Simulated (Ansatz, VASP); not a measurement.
SnN2F2: VASP beside Ansatz

```xyz
5
Lattice="4.3970 -2.6470 0.0000 4.3970 2.6470 0.0000 -1.2529 0.0000 3.5211" Properties=species:S:1:pos:R:3 pbc="T T T"
Sn    0.0000    0.0000    0.0000
F     0.7182    0.0000    2.2413
F     6.8230    0.0000    1.2798
N     3.9451    0.0000    0.3307
N     3.5960    0.0000    3.1904
```

Alike in both runs: task single point; functional PBE; k mesh 6 × 6 × 8; occupations fermi-dirac, width 0.05 eV; no spin polarisation.

```csv
,VASP,Ansatz
version,VASP 6.6.1,Ansatz 0.2.0
potentials or method,"VASP PAW PBE potentials, release 64 (Sn_d, F, N)",Ansatz PAW
plane-wave cutoff (eV),520,420
valence electrons in the cell,38,38
```

Ansatz gave:

| Quantity | Value |
| --- | --- |
| gap on the k mesh at the Fermi level (eV) | 0.97 |
| least direct gap on the mesh (eV) | 0.97 |
| pressure (GPa) | 5.3 |
| traceless stress, the component that is largest in VASP (GPa) | 10.89 |
| rms of the force components (eV/Å) | 0.568 |

Problem. What did VASP give for the same quantities?

Solution. gap on the k mesh at the Fermi level (eV): 0.96; least direct gap on the mesh (eV): 0.96; pressure (GPa): 6.1; traceless stress, the component that is largest in VASP (GPa): 9.87; rms of the force components (eV/Å): 0.087.

Atom by atom the forces differ by 0.506 eV/Å (rms over components). One of these differences is far larger than is usual between the two programs; its cause wasn't traced. The functional is the same, so the differences come from potentials, cutoffs and numerics.

Noted on VASP's run: the standard files for N, O and F lose accuracy on very short bonds.
